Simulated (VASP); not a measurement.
# Cu (I4/mmm) in VASP: a series of runs

Runs on Cu. Level: PBEsol. Tasks: single point.

All numbers are computed with VASP 6.6.1; they aren't measurements. Logs are shortened: lines on timing, memory, paths and dates and some standing lists are left out, and cuts for length are marked.

## Step 1: The cell of the first run

It takes space group I4/mmm (No. 139, tetragonal). The conventional cell has a = 2.886 Å, b = 2.886 Å, c = 2.752 Å, α = 90.00°, β = 90.00°, γ = 90.00°. Within 3.2 Å of Cu (site symmetry 4/mmm) lie 14 Cu at 2.46 to 2.89 Å.

## Step 2: Single point, PBEsol

File INCAR:

```
  PREC = Accurate
  ENCUT = 520
  EDIFF = 1E-6
  ISMEAR = 0
  SIGMA = 0.2
  LREAL = F
  LASPH = T
  NELM = 80
  ALGO = Fast
  ISIF = 2
  LWAVE = F
  LCHARG = F
  GGA = PS
  NBANDS = 12
```

File KPOINTS:

```
Automatic mesh
0
Gamma
  10 10 10
```

File POSCAR:

```
Cu
1.0
   -1.4427933200      1.4427933200      1.3760814500
    1.4427933200     -1.4427933200      1.3760814500
    1.4427933200      1.4427933200     -1.3760814500
Cu
1
Direct
    0.0000000000      0.0000000000      0.0000000000
```

Potentials or basis: VASP PAW PBE potentials, release 64 (Cu).

Run with:

```bash
$ cat potpaw_PBE.64/Cu/POTCAR > POTCAR
$ mpirun -np 1 vasp_std > vasp.out
```

OUTCAR:

```text
PREC = Accurate
   ENCUT = 520
   EDIFF = 1E-6
   ISMEAR = 0
   LREAL = F
   LASPH = T
   NELM = 80
   ISIF = 2
   GGA = PS

 ion  position               nearest neighbor table
   1  0.000  0.000  0.000-

  LATTYP: Found a body centered tetragonal cell.
 ALAT       =     2.8855866400
 C/A-ratio  =     0.9537620052

  Lattice vectors:

 A1 = (  -1.4427933200,   1.4427933200,   1.3760814500)
 A2 = (   1.4427933200,  -1.4427933200,   1.3760814500)
 A3 = (   1.4427933200,   1.4427933200,  -1.3760814500)

Analysis of symmetry for initial positions (statically):
=====================================================================
 Subroutine PRICEL returns:
 Original cell was already a primitive cell.

 Routine SETGRP: Setting up the symmetry group for a
 body centered tetragonal supercell.

 Subroutine GETGRP returns: Found 16 space group operations
 (whereof 16 operations were pure point group operations)
 out of a pool of 16 trial point group operations.

The static configuration has the point symmetry D_4h.

Analysis of symmetry for dynamics (positions and initial velocities):
=====================================================================
 Subroutine PRICEL returns:
 Original cell was already a primitive cell.

 Routine SETGRP: Setting up the symmetry group for a
 body centered tetragonal supercell.

 Subroutine GETGRP returns: Found 16 space group operations
 (whereof 16 operations were pure point group operations)
 out of a pool of 16 trial point group operations.

The dynamic configuration has the point symmetry D_4h.

 Subroutine INISYM returns: Found 16 space group operations
 (whereof 16 operations are pure point group operations),
 and found     1 'primitive' translations

----------------------------------------------------------------------------------------

                                     Primitive cell

  volume of cell :      11.4581

  direct lattice vectors                    reciprocal lattice vectors
    -1.442793320  1.442793320  1.376081450     0.000000000  0.346549983  0.363350585
     1.442793320 -1.442793320  1.376081450     0.346549983  0.000000000  0.363350585
     1.442793320  1.442793320 -1.376081450     0.346549983  0.346549983  0.000000000

  length of vectors
     2.461078074  2.461078074  2.461078074     0.502116060  0.502116060  0.490095685

  position of ions in fractional coordinates (direct lattice)
     0.000000000  0.000000000  0.000000000

  ion indices of the primitive-cell ions
   primitive index   ion index
                 1           1

----------------------------------------------------------------------------------------

 KPOINTS: Automatic mesh

Automatic generation of k-mesh.
 Grid dimensions read from file:
 generate k-points for:   10   10   10

 Generating k-lattice:

  Cartesian coordinates                     Fractional coordinates (reciprocal lattice)
     0.000000000  0.034654998  0.036335059     0.100000000 -0.000000000  0.000000000
     0.034654998  0.000000000  0.036335059    -0.000000000  0.100000000  0.000000000
     0.034654998  0.034654998  0.000000000     0.000000000  0.000000000  0.100000000

  Length of vectors
     0.050211606  0.050211606  0.049009569

  Shift w.r.t. Gamma in fractional coordinates (k-lattice)
     0.000000000  0.000000000  0.000000000

 Subroutine IBZKPT returns following result:
 ===========================================

 Found    102 irreducible k-points:

 Following reciprocal coordinates:
            Coordinates               Weight
  0.000000  0.000000  0.000000      1.000000
  0.100000 -0.000000  0.000000      8.000000
  0.200000 -0.000000  0.000000      8.000000
  0.300000 -0.000000  0.000000      8.000000
  0.400000 -0.000000  0.000000      8.000000
  0.500000 -0.000000  0.000000      4.000000
[... 16 lines left out ...]
  0.300000  0.300000  0.000000      8.000000
  0.400000  0.300000  0.000000     16.000000
 [... further k-points ...]
   k-points           NKPTS =    102   k-points in BZ     NKDIM =    102   number of bands    NBANDS=     12
   number of dos      NEDOS =    301   number of ions     NIONS =      1
   total plane-waves  NPLWV =   5832
   dimension x,y,z NGX =    18 NGY =   18 NGZ =   18
   dimension x,y,z NGXF=    36 NGYF=   36 NGZF=   36
   ions per type =               1
   NGX,Y,Z   is equivalent  to a cutoff of  12.16, 12.16, 12.16 a.u.
   NGXF,Y,Z  is equivalent  to a cutoff of  24.32, 24.32, 24.32 a.u.
 SYSTEM =  unknown system
   PREC   = accura    normal or accurate (medium, high low for compatibility)
   ISTART =      0    job   : 0-new  1-cont  2-samecut
   ICHARG =      2    charge: 1-file 2-atom 10-const
   ISPIN  =      1    spin polarized calculation?
   LNONCOLLINEAR =      F non collinear calculations
   LSORBIT =      F    spin-orbit coupling
   LASPH  =      T    aspherical Exc in radial PAW
   ENCUT  =  520.0 eV  38.22 Ry    6.18 a.u.   4.58  4.58  4.58*2*pi/ulx,y,z
   NELM   =     80;   NELMIN=  2; NELMDL= -5     # of ELM steps
   EDIFF  = 0.1E-05   stopping-criterion for ELM
   LREAL  =      F    real-space projection
   EDIFFG = 0.1E-04   stopping-criterion for IOM
   NSW    =      0    number of steps for IOM
   IBRION =     -1    ionic relax: 0-MD 1-quasi-New 2-CG
   NFREE  =      0    steps in history (QN), initial steepest desc. (CG)
   ISIF   =      2    stress and relaxation
   ISYM   =      2    0-nonsym 1-usesym 2-fastsym
   POTIM  = 0.5000    time-step for ionic-motion
   TEBEG  =    0.0;   TEEND  =   0.0 temperature during run
   PSTRESS=    0.0 pullay stress
   NELECT =      11.0000    total number of electrons
   NUPDOWN=      -1.0000    fix difference up-down
   EMIN   =  10.00;   EMAX   =-10.00  energy-range for DOS
   EFERMI =   0.00;   METHOD = LEGACY
   ISMEAR =     0;   SIGMA  =   0.20  broadening in eV -4-tet -1-fermi 0-gaus
   EFERMI_NEDOS =   21; number of points for ismear=-14 and -15
   IALGO  =     68    algorithm
   IMIX   =      4    mixing-type and parameters
     AMIX     =   0.40;   BMIX     =  1.00
     AMIX_MAG =   1.60;   BMIX_MAG =  1.00
  volume/ion in A,a.u.               =      11.46        77.32
  Fermi-wavevector in a.u.,A,eV,Ry     =   1.614984  3.051878 35.486359  2.608174
  Thomas-Fermi vector in A             =   2.709805
   LORBIT       =      0    0 simple, 1 ext, 2 COOP (PROOUT), +10 PAW based schemes
   GGA     = PS    functional components
   LHFCALC =     F    Hartree Fock is set to
   AEXX    =    0.0000 exact exchange contribution
   IVDW    =     0    specifies the selected vdW correction
   LEPSILON=     F    determine dielectric tensor
   LRPA    =     F    only Hartree local field effects (RPA)
 non-spin polarized calculation
 RMM-DIIS sequential band-by-band and
 Gauss-broadening in eV      SIGMA  =   0.20
  energy-cutoff  :      520.00
  volume of cell :       11.46
 maximum number of plane-waves:       325
   NGX =  9   NGY =  9   NGZ =  9

 number of electron      10.9999998 magnetization

 Free energy of the ion-electron system (eV)
  ---------------------------------------------------
  ext. energy  EPLUGINS =         0.00000000
  ---------------------------------------------------
  free energy    TOTEN  =        -4.25641975 eV

  energy without entropy =       -4.24300222  energy(sigma->0) =       -4.24971099

 E-fermi :   7.8074     XC(G=0): -13.0885

 val. band max:        7.7927952787   @ k =   0.5000   0.2000   0.1000
 cond. band min:       7.8249600633   @ k =   0.2000   0.2000   0.1000
 fundamental gap:      0.0321647846
 Fermi energy:         7.8073714839

 k-point     1 :       0.0000    0.0000    0.0000
  band No.  band energies     occupation
      1      -1.8370      2.00000
      2       4.4403      2.00000
      3       4.6356      2.00000
      4       4.6356      2.00000
      5       5.5139      2.00000
      6       5.7258      2.00000
      7      32.6347      0.00000
      8      32.6347      0.00000
      9      33.8821      0.00000
     10      36.6614      0.00000
     11      36.6689      0.00000
     12      36.7036      0.00000

 k-point     2 :       0.1000   -0.0000    0.0000
  band No.  band energies     occupation
      1      -1.4384      2.00000
      2       4.4301      2.00000
      3       4.6220      2.00000
      4       4.7209      2.00000
      5       5.5137      2.00000
      6       5.6749      2.00000
      7      29.9900      0.00000
      8      31.7249      0.00000
      9      31.7276      0.00000
     10      33.6385      0.00000
     11      34.6473      0.00000
     12      35.8197      0.00000

 k-point     3 :       0.2000   -0.0000    0.0000
  band No.  band energies     occupation
      1      -0.2971      2.00000
      2       4.2510      2.00000
      3       4.5512      2.00000
      4       5.1195      2.00000
      5       5.5113      2.00000
      6       5.6376      2.00000
      7      24.5842      0.00000
      8      29.1160      0.00000
      9      29.8858      0.00000
     10      31.0325      0.00000
     11      33.2741      0.00000
     12      36.9727      0.00000

 k-point     4 :       0.3000   -0.0000    0.0000
  band No.  band energies     occupation
      1       1.3015      2.00000
      2       4.0089      2.00000
      3       4.6183      2.00000
      4       5.5503      2.00000
      5       5.6847      2.00000
      6       5.6945      2.00000
      7      19.3593      0.00000
      8      26.9678      0.00000
      9      27.5199      0.00000
     10      29.8688      0.00000
     11      32.5459      0.00000
     12      39.1037      0.00000

 k-point     5 :       0.4000   -0.0000    0.0000
  band No.  band energies     occupation
      1       2.3775      2.00000
      2       3.8154      2.00000
      3       5.5406      2.00000
      4       5.7566      2.00000
      5       5.8462      2.00000
      6       6.1906      2.00000
      7      14.8580      0.00000
      8      25.5832      0.00000
      9      25.8182      0.00000
     10      29.2910      0.00000
     11      32.2555      0.00000
     12      41.3020      0.00000
[... 228 lines left out ...]
      1       0.6465      2.00000
      2       4.2931      2.00000
      3       4.3055      2.00000
      4       5.3259      2.00000
      5       5.5984      2.00000
      6       5.7389      2.00000
      7      21.1635      0.00000
      8      25.7406      0.00000
      9      28.9112      0.00000
     10      32.7793      0.00000
     11      35.2336      0.00000
     12      36.9869      0.00000

 k-point    22 :      -0.2000    0.2000    0.0000
  band No.  band energies     occupation
      1      -0.3695      2.00000
      2       4.4045      2.00000
      3       4.4257      2.00000
      4       5.1822      2.00000
      5       5.3430      2.00000
      6       5.7040      2.00000
      7      23.5086      0.00000
      8      30.0872      0.00000
      9      31.4262      0.00000
     10      31.8830      0.00000
     11      33.8573      0.00000
     12      35.4899      0.00000

 k-point    23 :       0.3000    0.3000    0.0000
  band No.  band energies     occupation
      1       3.4556      2.00000
      2       3.8706      2.00000
      3       4.2727      2.00000
      4       5.5982      2.00000
      5       5.8874      2.00000
      6      10.8786      0.00000
      7      14.0691      0.00000
      8      14.9637      0.00000
      9      24.7636      0.00000
     10      33.8629      0.00000
     11      36.1245      0.00000
     12      42.7385      0.00000

 k-point    24 :       0.4000    0.3000    0.0000
  band No.  band energies     occupation
      1       3.4927      2.00000
      2       3.9205      2.00000
      3       4.1889      2.00000
      4       5.6513      2.00000
      5       5.7570      2.00000
      6      10.5518      0.00000
      7      14.0485      0.00000
      8      15.3450      0.00000
      9      25.0275      0.00000
     10      34.3962      0.00000
     11      36.5474      0.00000
     12      41.1906      0.00000

 [... further k-points ...]

------------------------ aborting loop because EDIFF is reached ----------------------------------------

  FORCE on cell =-STRESS in cart. coord.  units (eV):
  Direction    XX          YY          ZZ          XY          YZ          ZX
  --------------------------------------------------------------------------------------
  -------------------------------------------------------------------------------------
  Total        0.0058595      0.0058595     -0.1103387      0.0000000     -0.0000000      0.0000000
  in kB        0.8193304      0.8193304    -15.4285838      0.0000000     -0.0000000      0.0000000
  external PRESSURE =      -4.5966410 kB  Pullay stress =       0.0000000 kB

 VOLUME and BASIS-vectors are now :
 -----------------------------------------------------------------------------
  energy-cutoff  :      520.00
  volume of cell :       11.46
      direct lattice vectors                 reciprocal lattice vectors
    -1.442793320  1.442793320  1.376081450     0.000000000  0.346549983  0.363350585
     1.442793320 -1.442793320  1.376081450     0.346549983  0.000000000  0.363350585
     1.442793320  1.442793320 -1.376081450     0.346549983  0.346549983  0.000000000

 POSITION                                       TOTAL-FORCE (eV/Angst)
 -----------------------------------------------------------------------------------
      0.00000      0.00000      0.00000         0.000000      0.000000      0.000000
 -----------------------------------------------------------------------------------
    total drift:                                0.000000      0.000000      0.000000

  FREE ENERGIE OF THE ION-ELECTRON SYSTEM (eV)
  ---------------------------------------------------
  free  energy   TOTEN  =        -4.2564197532 eV

  energy  without entropy=       -4.2430022188  energy(sigma->0) =       -4.24971099
```

Wall time 8.6 s (1 thread of Intel Xeon Platinum 8559C (Emerald Rapids), shared host); peak memory 0.12 GiB.

What came out:

```
Free energy : -4.2564 eV
Pressure    : -0.5 GPa
```

Caveat: the PAW data sets were made with another functional, which shifts forces and pressure a little.

## Step 3: Single point, PBEsol

File INCAR:

```
PREC = Accurate
ENCUT = 520
EDIFF = 1E-6
ISMEAR = 0
SIGMA = 0.4
LREAL = False
LASPH = True
NELM = 100
ALGO = Normal
ISIF = 2
LWAVE = False
LCHARG = False
GGA = PS
NBANDS = 12
```

File KPOINTS:

```
regular mesh
0
Gamma
  10 10 10
```

POSCAR is that of step 2.

Potentials or basis: VASP PAW PBE potentials, release 64 (Cu).

Run with:

```bash
$ cat potpaw_PBE.64/Cu/POTCAR > POTCAR
$ mpirun -np 1 vasp_std > vasp.out
```

It took 6.4 s on 1 thread of Intel Xeon Platinum 8559C (Emerald Rapids), shared host; peak memory 0.12 GiB.

Results (log left out):

| Item | Value |
| --- | --- |
| Free energy | -4.2726 eV |
| Pressure | -0.5 GPa |

Stress tensor (GPa, compression positive):
```
-0.06  0.00  0.00
 0.00 -0.06  0.00
 0.00  0.00 -1.25
```

Levels at points of the mesh, in eV from the Fermi level:
```tsv
k point	band 4	band 5	band 6	band 7	band 8	band 9
(0.00, 0.00, 0.00)	-3.17	-2.29	-2.08	24.83	24.83	26.08
(0.50, 0.00, 0.00)	-1.98	-1.41	-0.60	4.65	17.30	17.40
(0.50, 0.50, 0.00)	-2.11	-1.43	-0.96	4.12	18.55	18.82
(0.50, 0.50, 0.50)	-1.60	-1.55	7.67	7.67	9.51	13.32
```

Caveat: the PAW data sets were made with another functional, which shifts forces and pressure a little.

## Step 4: Single point, PBEsol

File INCAR:

```
SYSTEM = Cu
  PREC = Accurate
  ENCUT = 520
  EDIFF = 1E-6
  ISMEAR = 0
  SIGMA = 0.1
  LREAL = .False.
  LASPH = .True.
  NELM = 80
  ALGO = Normal
  ISIF = 2
  LWAVE = .False.
  LCHARG = .True.
  GGA = PS
  LELF = .True.
  LVHAR = .True.
  NBANDS = 12
```

File KPOINTS:

```
Automatic mesh
0
Gamma
  12 12 12
  0 0 0
```

POSCAR is that of step 3.

Run with:

```bash
$ cat potpaw_PBE.64/Cu/POTCAR > POTCAR
$ mpirun -np 1 vasp_std > vasp.out
```

Run time: 9.5 s. Hardware: 1 thread of Intel Xeon Platinum 8559C (Emerald Rapids), shared host; peak memory 0.13 GiB.

The run converged. Its results:

```yaml
Free_energy: -4.2603 eV
Pressure: -0.8 GPa
```

Stress tensor (GPa, compression positive):
```
-0.21  0.00  0.00
 0.00 -0.21  0.00
 0.00  0.00 -2.01
```

Levels at points of the mesh, in eV from the Fermi level:
```
           k point  band 2  band 3  band 4  band 5  band 6  band 7  band 8  band 9  band 10  band 11
(0.00, 0.00, 0.00)   -3.34   -3.15   -3.15   -2.27   -2.05   24.85   24.85   26.10    28.88    28.88
(0.50, 0.00, 0.00)   -4.04   -2.18   -1.96   -1.38   -0.57    4.67   17.32   17.43    21.33    24.41
(0.50, 0.50, 0.00)   -3.80   -2.34   -2.09   -1.41   -0.94    4.15   18.58   18.85    22.49    25.50
(0.50, 0.50, 0.50)   -4.80   -1.58   -1.58   -1.53    7.69    7.69    9.53   13.34    13.97    16.76
```

Caveat: the PAW data sets were made with another functional, which shifts forces and pressure a little.

## Step 5: Overview

| k mesh | smearing | gap on the mesh (eV) | pressure (GPa) |
| --- | --- | --- | --- |
| 10 × 10 × 10 | gaussian 0.2 eV | none | -0.5 |
| 10 × 10 × 10 | gaussian 0.4 eV | none | -0.5 |
| 12 × 12 × 12 | gaussian 0.1 eV | none | -0.8 |

Alike in all rows: task single point; level PBEsol; potentials or basis VASP PAW PBE potentials, release 64 (Cu); no spin polarisation; cell as given; cutoff (eV) 520.

Every run on the cell as given and a fine mesh finds a metal.

Caveats: the PAW data sets were made with another functional, which shifts forces and pressure a little.

Total energies depend on the potentials used, so only differences within one code and one set of settings carry meaning.
